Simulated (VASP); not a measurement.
Write the native input for VASP 6.6.1 that does the following.

* Task: single point
* Functional: LDA
* Potentials or basis: VASP PAW LDA potentials, release 64 (Ti_sv, Ni)
* Cutoff: 520 eV
* k mesh: 5 × 5 × 5
* Occupations: fermi-dirac, width 0.1 eV
* Spin: collinear spin, ferromagnetic start
* Starting moments: [0.42, 0.39] μB
* Fixed moment: 0.9 μB
* Dipole correction: no
* Further INCAR settings: ALGO = Normal; EDIFF = 1e-07; NBANDS = 22

The structure of TiNi lies in POSCAR:

```
TiNi
1.0
    2.9880660000      0.0000000000      0.0000000000
    0.0000000000      2.9880660000      0.0000000000
    0.0000000000      0.0000000000      2.9880660000
Ti Ni
1 1
Direct
    0.5000000000      0.5000000000      0.5000000000
    0.0000000000      0.0000000000      0.0000000000
```

These files were run (other wordings do the same):

INCAR

```
SYSTEM = TiNi
ALGO     = Normal         ! electronic algorithm
EDIFF    = 1E-7           ! SCF threshold, eV
ENCUT    = 520            ! plane-wave cutoff, eV
ISIF     = 2              ! what is computed and relaxed
ISMEAR   = -1             ! smearing method
ISPIN    = 2              ! spin polarisation
LASPH    = .True.         ! aspherical terms in the spheres
LCHARG   = .False.        ! write CHGCAR
LMAXMIX  = 4              ! l up to which the mixer works
LORBIT   = 11             ! projections on sites
LREAL    = .False.        ! projectors in reciprocal space
LWAVE    = .False.        ! write WAVECAR
MAGMOM   = 0.42 0.39      ! initial moments
NBANDS   = 22             ! bands
NELM     = 150            ! most SCF steps
NUPDOWN  = 0.9            ! fixed moment
PREC     = Accurate       ! precision mode
SIGMA    = 0.1            ! smearing width, eV
```

KPOINTS

```
k-points
0
Gamma
  5 5 5
  0 0 0
```

Potentials or basis: VASP PAW LDA potentials, release 64 (Ti_sv, Ni).

Run with:

```sh
$ cat potpaw_LDA.64/Ti_sv/POTCAR potpaw_LDA.64/Ni/POTCAR > POTCAR
$ mpirun -np 1 vasp_std > vasp.out
```

Results of the run:

* Pressure: -7.5 GPa
* Net moment: 0.90 μB per cell
* Site moments: Ti +0.42; Ni +0.35 μB
* Valence electrons inside the program's atomic spheres: Ti 10.29; Ni 9.39

Caveat: the k points lie up to 0.42 Å⁻¹ apart; the total moment is fixed, so each spin has its own Fermi level.

Run time: 7.7 s on 1 thread of Intel(R) Xeon(R) Platinum 8488C (Sapphire Rapids) (shared host), peak memory 0.13 GiB.
